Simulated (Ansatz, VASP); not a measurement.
Two plane-wave programs on SiCl

```
CELL_PARAMETERS angstrom
0.00000 2.87292 2.87292
2.87292 0.00000 2.87292
2.87292 2.87292 0.00000
ATOMIC_POSITIONS crystal
Si 0.50000 0.50000 0.50000
Cl 0.00000 0.00000 0.00000
```

Change from the starting cell: species swapped into the CsH type (Fm-3m, No. 225).

Alike in both runs: task single point; functional PBE; k mesh 6 × 6 × 6; occupations gaussian, width 0.1 eV; no spin polarisation.

```csv
,VASP,Ansatz
version,VASP 6.6.1,Ansatz 0.2.0
potentials or method,"VASP PAW PBE potentials, release 64 (Si, Cl), cutoff 520 eV","scalar-relativistic, plane waves, PAW"
valence electrons in the cell,11,11
```

|  | VASP | Ansatz | Ansatz less VASP |
| --- | --- | --- | --- |
| gap on the k mesh at the Fermi level (eV) | none | none | - |
| pressure (GPa) | -0.3 | -0.3 | +0.01 |

A gap of «none» marks a metal or a gap that the smearing closes.
